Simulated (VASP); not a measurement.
# Al3WO2 (P-3m1) in VASP: notebook

The runs below take Al3WO2 through relaxation of cell and atoms, single point, with PBE.

Program: VASP 6.6.1. These are calculated values, not measurements. Logs are shortened: lines on timing, memory, paths and dates and some standing lists are left out, and cuts for length are marked.

### 1 The cell of the first run

Symmetry: P-3m1, No. 164, trigonal system. The conventional cell has a = 3.190 Å, b = 3.190 Å, c = 7.649 Å, α = 90.00°, β = 90.00°, γ = 120.00°. Within 2.7 Å of Al (site symmetry 3m) lie 4 O at 2.03 to 2.52 Å and 3 Al at 2.50 Å. Al (site symmetry -3m) has 6 O at 2.03 Å and 6 Al at 2.50 Å within 2.7 Å. W (site symmetry -3m) has 6 Al at 2.82 Å and 6 W at 3.19 Å and 6 O at 3.51 Å within 3.7 Å. Within 2.7 Å of O (site symmetry 3m) lie 7 Al at 2.03 to 2.52 Å and 3 O at 2.50 Å.

### 2 Relaxation of cell and atoms, PBE

INCAR

```
ALGO = Normal
EDIFF = 1E-6
EDIFFG = -0.04
ENCUT = 600
GGA = PE
IBRION = 2
ISIF = 3
ISMEAR = 0
LASPH = T
LCHARG = F
LREAL = F
LWAVE = F
NELM = 60
NSW = 90
PREC = Accurate
SIGMA = 0.1
```

KPOINTS

```
k-points
0
Gamma
  6 6 2
```

POSCAR

```
Al3WO2
1.0
    3.1902504700      0.0000000000      0.0000000000
   -1.5951252400      2.7628379500      0.0000000000
    0.0000000000      0.0000000000      7.6490918100
Al W O
3 1 2
Direct
    0.3333333300      0.6666666700      0.7200648400
    0.6666666700      0.3333333300      0.2799351600
    0.0000000000      0.0000000000      0.5000000000
    0.0000000000      0.0000000000      0.0000000000
    0.3333333300      0.6666666700      0.3899675800
    0.6666666700      0.3333333300      0.6100324200
```

Potentials or basis: VASP PAW PBE potentials, release 64 (Al, W_sv, O).

The run is started by

```sh
$ cat potpaw_PBE.64/Al/POTCAR potpaw_PBE.64/W_sv/POTCAR potpaw_PBE.64/O/POTCAR > POTCAR
$ mpirun -np 1 vasp_std > vasp.out
```

OUTCAR:

```text
EDIFF = 1E-6
   EDIFFG = -0.04
   ENCUT = 600
   GGA = PE
   IBRION = 2
   ISIF = 3
   ISMEAR = 0
   LASPH = T
   LREAL = F
   NELM = 60
   NSW = 90
   PREC = Accurate

 ion  position               nearest neighbor table
   1  0.333  0.667  0.720-   6 2.03   6 2.03   6 2.03   3 2.50   3 2.50   3 2.50   5 2.52   4 2.82
                             4 2.82   4 2.82
   2  0.667  0.333  0.280-   5 2.03   5 2.03   5 2.03   3 2.50   3 2.50   3 2.50   6 2.52   4 2.82
                             4 2.82   4 2.82
   3  0.000  0.000  0.500-   5 2.03   6 2.03   6 2.03   5 2.03   6 2.03   5 2.03   1 2.50   2 2.50
                             1 2.50   2 2.50   2 2.50   1 2.50
   4  0.000  0.000  0.000-   1 2.82   2 2.82   2 2.82   1 2.82   2 2.82   1 2.82
   5  0.333  0.667  0.390-   2 2.03   2 2.03   3 2.03   3 2.03   3 2.03   2 2.03   1 2.52
   6  0.667  0.333  0.610-   1 2.03   1 2.03   3 2.03   3 2.03   3 2.03   1 2.03   2 2.52

  LATTYP: Found a hexagonal cell.
 ALAT       =     3.1902504700
 C/A-ratio  =     2.3976461666

  Lattice vectors:

 A1 = (   3.1902504700,   0.0000000000,   0.0000000000)
 A2 = (  -1.5951252400,   2.7628379500,   0.0000000000)
 A3 = (   0.0000000000,   0.0000000000,   7.6490918100)

Analysis of symmetry for initial positions (statically):
=====================================================================
 Subroutine PRICEL returns:
 Original cell was already a primitive cell.

 Routine SETGRP: Setting up the symmetry group for a
 hexagonal supercell.

 Subroutine GETGRP returns: Found 12 space group operations
 (whereof 12 operations were pure point group operations)
 out of a pool of 24 trial point group operations.

The static configuration has the point symmetry D_3d.

Analysis of symmetry for dynamics (positions and initial velocities):
=====================================================================
 Subroutine PRICEL returns:
 Original cell was already a primitive cell.

 Routine SETGRP: Setting up the symmetry group for a
 hexagonal supercell.

 Subroutine GETGRP returns: Found 12 space group operations
 (whereof 12 operations were pure point group operations)
 out of a pool of 24 trial point group operations.

The dynamic configuration has the point symmetry D_3d.

 Subroutine INISYM returns: Found 12 space group operations
 (whereof 12 operations are pure point group operations),
 and found     1 'primitive' translations

----------------------------------------------------------------------------------------

                                     Primitive cell

  volume of cell :      67.4202

  direct lattice vectors                    reciprocal lattice vectors
     3.190250470  0.000000000  0.000000000     0.313455012  0.180973336  0.000000000
    -1.595125240  2.762837950  0.000000000     0.000000000  0.361946672  0.000000000
     0.000000000  0.000000000  7.649091810     0.000000000  0.000000000  0.130734475

  length of vectors
[... 84 lines left out ...]
   NFREE  =      1    steps in history (QN), initial steepest desc. (CG)
   ISIF   =      3    stress and relaxation
   ISYM   =      2    0-nonsym 1-usesym 2-fastsym
   POTIM  = 0.5000    time-step for ionic-motion
   TEBEG  =    0.0;   TEEND  =   0.0 temperature during run
   PSTRESS=    0.0 pullay stress
   NELECT =      35.0000    total number of electrons
   NUPDOWN=      -1.0000    fix difference up-down
   EMIN   =  10.00;   EMAX   =-10.00  energy-range for DOS
   EFERMI =   0.00;   METHOD = LEGACY
   ISMEAR =     0;   SIGMA  =   0.10  broadening in eV -4-tet -1-fermi 0-gaus
   EFERMI_NEDOS =   21; number of points for ismear=-14 and -15
   IALGO  =     38    algorithm
   IMIX   =      4    mixing-type and parameters
     AMIX     =   0.40;   BMIX     =  1.00
     AMIX_MAG =   1.60;   BMIX_MAG =  1.00
  volume/ion in A,a.u.               =      11.24        75.83
  Fermi-wavevector in a.u.,A,eV,Ry     =   1.315732  2.486373 23.553741  1.731151
  Thomas-Fermi vector in A             =   2.445894
   LORBIT       =      0    0 simple, 1 ext, 2 COOP (PROOUT), +10 PAW based schemes
   GGA     = PE    functional components
   LHFCALC =     F    Hartree Fock is set to
   AEXX    =    0.0000 exact exchange contribution
   IVDW    =     0    specifies the selected vdW correction
   LEPSILON=     F    determine dielectric tensor
   LRPA    =     F    only Hartree local field effects (RPA)
 conjugate gradient relaxation of ions
 non-spin polarized calculation
 Gauss-broadening in eV      SIGMA  =   0.10
  energy-cutoff  :      600.00
  volume of cell :       67.42
 maximum number of plane-waves:      2265
 NGX is ok and might be reduce to    28
   NGX = 13   NGY = 13   NGZ = 31

--------------------------------------- Ionic step        1  -------------------------------------------

 number of electron      35.0000003 magnetization

 Free energy of the ion-electron system (eV)
  ---------------------------------------------------
  ext. energy  EPLUGINS =         0.00000000
  ---------------------------------------------------
  free energy    TOTEN  =       -34.25725008 eV

  energy without entropy =      -34.23061658  energy(sigma->0) =      -34.24393333

 E-fermi :  10.8371     XC(G=0): -11.9716

 val. band max:       10.8362421963   @ k =   0.3333   0.1667   0.0000
 cond. band min:      10.8410804447   @ k =   0.1667   0.0000   0.0000
 fundamental gap:      0.0048382484
 Fermi energy:        10.8370819696

 k-point     1 :       0.0000    0.0000    0.0000
  band No.  band energies     occupation
      1     -63.2031      2.00000
      2     -27.3428      2.00000
      3     -27.1928      2.00000
      4     -27.1928      2.00000
      5     -13.7968      2.00000
      6     -11.5080      2.00000
[... 438 lines left out ...]
  FREE ENERGIE OF THE ION-ELECTRON SYSTEM (eV)
  ---------------------------------------------------
  free  energy   TOTEN  =       -37.6357218456 eV

  energy  without entropy=      -37.6064597044  energy(sigma->0) =      -37.62109078

[... ionic steps 4 to 11 ...]

--------------------------------------- Ionic step       12  -------------------------------------------

 number of electron      34.9999993 magnetization

------------------------ aborting loop because EDIFF is reached ----------------------------------------
[... 75 lines left out ...]
--------------------------------------- Ionic step       14  -------------------------------------------

 number of electron      34.9999993 magnetization

 Free energy of the ion-electron system (eV)
  ---------------------------------------------------
  ext. energy  EPLUGINS =         0.00000000
  ---------------------------------------------------
  free energy    TOTEN  =       -41.80905815 eV

  energy without entropy =      -41.79795833  energy(sigma->0) =      -41.80350824

 E-fermi :   9.7996     XC(G=0): -11.5475

 val. band max:        9.5797886950   @ k =   0.0000   0.0000   0.5000
 cond. band min:       9.7996219127   @ k =   0.1667   0.1667   0.0000
 fundamental gap:      0.2198332177
 Fermi energy:         9.7996068497

 k-point     1 :       0.0000    0.0000    0.0000
  band No.  band energies     occupation
      1     -64.1942      2.00000
      2     -28.5613      2.00000
      3     -27.9927      2.00000
      4     -27.9927      2.00000
      5     -12.8087      2.00000
      6     -10.9257      2.00000
[... 358 lines left out ...]
  FREE ENERGIE OF THE ION-ELECTRON SYSTEM (eV)
  ---------------------------------------------------
  free  energy   TOTEN  =       -41.8090581467 eV

  energy  without entropy=      -41.7979583349  energy(sigma->0) =      -41.80350824

 reached required accuracy - stopping structural energy minimisation
```

It took 2 min on 1 thread of Intel Xeon 6975P-C (Granite Rapids), shared host; peak memory 0.24 GiB.

What came out:

| Quantity | Value |
| --- | --- |
| Free energy | -41.8091 eV |
| Relaxed volume | 12.03 Å³/atom |
| Relaxed cell | a = 2.877 Å, b = 2.877 Å, c = 10.067 Å, α = 90.00°, β = 90.00°, γ = 120.00° |
| Space group after relaxing (to 0.05 Å) | P-3m1 (No. 164) |
| Energy gained by relaxing | 1258.6 meV/atom |
| Ionic steps | 14 |
| Pressure after relaxing | 0.1 GPa |
| Largest force after relaxing | 0.017 eV/Å |

Forces on the atoms (eV/Å):
```
Al   0.000  0.000 -0.017
Al   0.000  0.000  0.017
Al   0.000  0.000  0.000
W    0.000  0.000  0.000
O    0.000  0.000  0.016
O    0.000  0.000 -0.016
```

The path:
| step | energy change (eV) | largest force (eV/Å) | pressure (GPa) | volume (Å³) |
| --- | --- | --- | --- | --- |
| 1 | 0.0000 | 6.1871 | 22.81 | 67.42 |
| 2 | -3.3276 | 2.7175 | -17.13 | 84.10 |
| 3 | -3.3785 | 2.4082 | -19.81 | 86.66 |
| 4 | -6.5600 | 0.8838 | -11.24 | 79.61 |
| 5 | -6.8527 | 1.6703 | -4.72 | 77.43 |
| 6 | -6.8616 | 1.8297 | -3.17 | 77.01 |
| 7 | -7.4646 | 0.9047 | -1.17 | 73.86 |
| 8 | -7.4851 | 0.7761 | -0.35 | 73.18 |
| 9 | -7.5380 | 0.3519 | -0.93 | 72.88 |
| 10 | -7.5486 | 0.1368 | -1.24 | 72.66 |
| 11 | -7.5487 | 0.1278 | -1.21 | 72.67 |
| 12 | -7.5490 | 0.0519 | 1.50 | 71.63 |
| 13 | -7.5512 | 0.0441 | 0.18 | 72.14 |
| 14 | -7.5518 | 0.0174 | 0.07 | 72.18 |

Final structure:
```
Al W O
1.0
     2.87732    0.00000    0.00000
    -1.43866    2.49184    0.00000
     0.00000    0.00000   10.06698
Al W O
3 1 2
Direct
  0.33333 0.66667 0.79358
  0.66667 0.33333 0.20642
  0.00000 0.00000 0.50000
  0.00000 0.00000 0.00000
  0.33333 0.66667 0.40100
  0.66667 0.33333 0.59900
```

Levels at points of the mesh, in eV from the Fermi level:
```tsv
k point	band 13	band 14	band 15	band 16	band 17	band 18	band 19	band 20	band 21
(0.00, 0.00, 0.00)	-4.68	-4.49	-4.49	-0.69	-0.68	-0.68	1.16	1.81	1.81
(0.50, 0.00, 0.00)	-5.06	-4.75	-3.21	-2.82	-2.65	0.32	0.91	2.41	2.70
(0.00, 0.00, 0.50)	-4.49	-4.49	-4.07	-0.68	-0.68	-0.22	0.56	1.81	1.81
(0.50, 0.00, 0.50)	-5.06	-4.99	-3.31	-3.05	-2.27	0.31	1.39	1.96	2.29
```

Caveat: the k points lie up to 0.42 Å⁻¹ apart in the final cell; spin-orbit coupling is left out, which moves the levels of the heavy elements; an odd number of electrons without spin polarisation forces a metal; a magnetic or distorted state may lie lower.

### 3 Single point, PBE

This run uses another cell than the first one, of 12.12 Å³/atom, 1.079 times its volume.

INCAR

```
SYSTEM = Al3WO2
PREC = Accurate
ENCUT = 520
EDIFF = 1E-7
ISMEAR = 0
SIGMA = 0.1
LREAL = .FALSE.
LASPH = .TRUE.
NELM = 100
ALGO = Normal
ISIF = 2
LWAVE = .FALSE.
LCHARG = .TRUE.
GGA = PE
LELF = .TRUE.
LVHAR = .TRUE.
NBANDS = 26
```

KPOINTS

```
regular mesh
0
G
  18 18 4
  0 0 0
```

POSCAR

```
Al3WO2
1.0
    2.8718157738      0.0000000000      0.0000000000
   -1.4359078869      2.4870654151      0.0000000000
    0.0000000000      0.0000000000     10.1810097801
Al W O
3 1 2
Direct
    0.3333333333      0.6666666667      0.7935157332
    0.6666666667      0.3333333333      0.2064842668
    0.0000000000      0.0000000000      0.5000000000
    0.0000000000      0.0000000000      0.0000000000
    0.3333333333      0.6666666667      0.4015426635
    0.6666666667      0.3333333333      0.5984573365
```

Potentials or basis: VASP PAW PBE potentials, release 64 (Al, W_sv, O).

The run is started by

```sh
$ cat potpaw_PBE.64/Al/POTCAR potpaw_PBE.64/W_sv/POTCAR potpaw_PBE.64/O/POTCAR > POTCAR
$ mpirun -np 1 vasp_std > vasp.out
```

OUTCAR:

```text
SYSTEM = Al3WO2
   PREC = Accurate
   ENCUT = 520
   EDIFF = 1E-7
   ISMEAR = 0
   LREAL = .FALSE.
   LASPH = .TRUE.
   NELM = 100
   ISIF = 2
   GGA = PE

 ion  position               nearest neighbor table
   1  0.333  0.667  0.794-   6 2.59   6 2.59   6 2.59   4 2.68   4 2.68   4 2.68
   2  0.667  0.333  0.206-   5 2.59   5 2.59   5 2.59   4 2.68   4 2.68   4 2.68
   3  0.000  0.000  0.500-   5 1.94   6 1.94   6 1.94   5 1.94   6 1.94   5 1.94
   4  0.000  0.000  0.000-   1 2.68   2 2.68   2 2.68   1 2.68   2 2.68   1 2.68
   5  0.333  0.667  0.402-   3 1.94   3 1.94   3 1.94   2 2.59   2 2.59   2 2.59
   6  0.667  0.333  0.598-   3 1.94   3 1.94   3 1.94   1 2.59   1 2.59   1 2.59

  LATTYP: Found a hexagonal cell.
 ALAT       =     2.8718157738
 C/A-ratio  =     3.5451472455

  Lattice vectors:

 A1 = (   2.8718157738,   0.0000000000,   0.0000000000)
 A2 = (  -1.4359078869,   2.4870654151,   0.0000000000)
 A3 = (   0.0000000000,   0.0000000000,  10.1810097801)

Analysis of symmetry for initial positions (statically):
=====================================================================
 Subroutine PRICEL returns:
 Original cell was already a primitive cell.

 Routine SETGRP: Setting up the symmetry group for a
 hexagonal supercell.

 Subroutine GETGRP returns: Found 12 space group operations
 (whereof 12 operations were pure point group operations)
 out of a pool of 24 trial point group operations.

The static configuration has the point symmetry D_3d.

Analysis of symmetry for dynamics (positions and initial velocities):
=====================================================================
 Subroutine PRICEL returns:
 Original cell was already a primitive cell.

 Routine SETGRP: Setting up the symmetry group for a
 hexagonal supercell.

 Subroutine GETGRP returns: Found 12 space group operations
 (whereof 12 operations were pure point group operations)
 out of a pool of 24 trial point group operations.

[... 130 lines left out ...]
  Fermi-wavevector in a.u.,A,eV,Ry     =   1.282978  2.424477 22.395642  1.646033
  Thomas-Fermi vector in A             =   2.415258
   LORBIT       =      0    0 simple, 1 ext, 2 COOP (PROOUT), +10 PAW based schemes
   GGA     = PE    functional components
   LHFCALC =     F    Hartree Fock is set to
   AEXX    =    0.0000 exact exchange contribution
   IVDW    =     0    specifies the selected vdW correction
   LEPSILON=     F    determine dielectric tensor
   LRPA    =     F    only Hartree local field effects (RPA)
 non-spin polarized calculation
 Gauss-broadening in eV      SIGMA  =   0.10
  energy-cutoff  :      520.00
  volume of cell :       72.72
 maximum number of plane-waves:      1994
 NGX is ok and might be reduce to    24
   NGX = 11   NGY = 11   NGZ = 37

 number of electron      34.9999996 magnetization

 Free energy of the ion-electron system (eV)
  ---------------------------------------------------
  ext. energy  EPLUGINS =         0.00000000
  ---------------------------------------------------
  free energy    TOTEN  =       -41.89050509 eV

  energy without entropy =      -41.88690981  energy(sigma->0) =      -41.88870745

 E-fermi :   9.6104     XC(G=0): -11.5117

 val. band max:        9.6049096420   @ k =   0.2778   0.1111   0.5000
 cond. band min:       9.6681729551   @ k =   0.1667   0.0000   0.0000
 fundamental gap:      0.0632633131
 Fermi energy:         9.6103736495

 k-point     1 :       0.0000    0.0000    0.0000
  band No.  band energies     occupation
      1     -64.3123      2.00000
      2     -28.7297      2.00000
      3     -28.0727      2.00000
      4     -28.0727      2.00000
      5     -12.7850      2.00000
      6     -10.9174      2.00000
[... 685 lines left out ...]
     25      15.5110      0.00000
     26      15.9784      0.00000

 [... further k-points ...]

------------------------ aborting loop because EDIFF is reached ----------------------------------------

  FORCE on cell =-STRESS in cart. coord.  units (eV):
  Direction    XX          YY          ZZ          XY          YZ          ZX
  --------------------------------------------------------------------------------------
  -------------------------------------------------------------------------------------
  Total        0.0301487      0.0301487     -0.0209053      0.0000000      0.0000000     -0.0000000
  in kB        0.6642688      0.6642688     -0.4606082      0.0000000      0.0000000     -0.0000000
  external PRESSURE =       0.2893098 kB  Pullay stress =       0.0000000 kB

 VOLUME and BASIS-vectors are now :
 -----------------------------------------------------------------------------
  energy-cutoff  :      520.00
  volume of cell :       72.72
      direct lattice vectors                 reciprocal lattice vectors
     2.871815774  0.000000000  0.000000000     0.348211751  0.201040148  0.000000000
    -1.435907887  2.487065415  0.000000000     0.000000000  0.402080297  0.000000000
     0.000000000  0.000000000 10.181009780     0.000000000  0.000000000  0.098222084

 POSITION                                       TOTAL-FORCE (eV/Angst)
 -----------------------------------------------------------------------------------
     -0.00000      1.65804      8.07879        -0.000000      0.000000     -0.003160
      1.43591      0.82902      2.10222        -0.000000     -0.000000      0.003160
      0.00000      0.00000      5.09050        -0.000000      0.000000      0.000000
      0.00000      0.00000      0.00000        -0.000000      0.000000      0.000000
     -0.00000      1.65804      4.08811         0.000000      0.000000      0.001770
      1.43591      0.82902      6.09290        -0.000000      0.000000     -0.001770
 -----------------------------------------------------------------------------------
    total drift:                                0.000000     -0.000000      0.000000

  FREE ENERGIE OF THE ION-ELECTRON SYSTEM (eV)
  ---------------------------------------------------
  free  energy   TOTEN  =       -41.8905050877 eV

  energy  without entropy=      -41.8869098065  energy(sigma->0) =      -41.88870745
```

Wall time 90 s (1 thread of Intel Xeon 6975P-C (Granite Rapids), shared host); peak memory 0.38 GiB.

What came out:

- Free energy: -41.8905 eV
- Pressure: 0.0 GPa
- Largest force: 0.003 eV/Å

Forces in eV/Å, atoms in the order of the input:
```
Al   0.000  0.000 -0.003
Al   0.000  0.000  0.003
Al   0.000  0.000  0.000
W    0.000  0.000  0.000
O    0.000  0.000  0.002
O    0.000  0.000 -0.002
```

Stress tensor (GPa, compression positive):
```
 0.07  0.00  0.00
 0.00  0.07  0.00
 0.00  0.00 -0.05
```

Caveat: spin-orbit coupling is left out, which moves the levels of the heavy elements; an odd number of electrons without spin polarisation forces a metal; a magnetic or distorted state may lie lower.

[end of part 1 of 2]
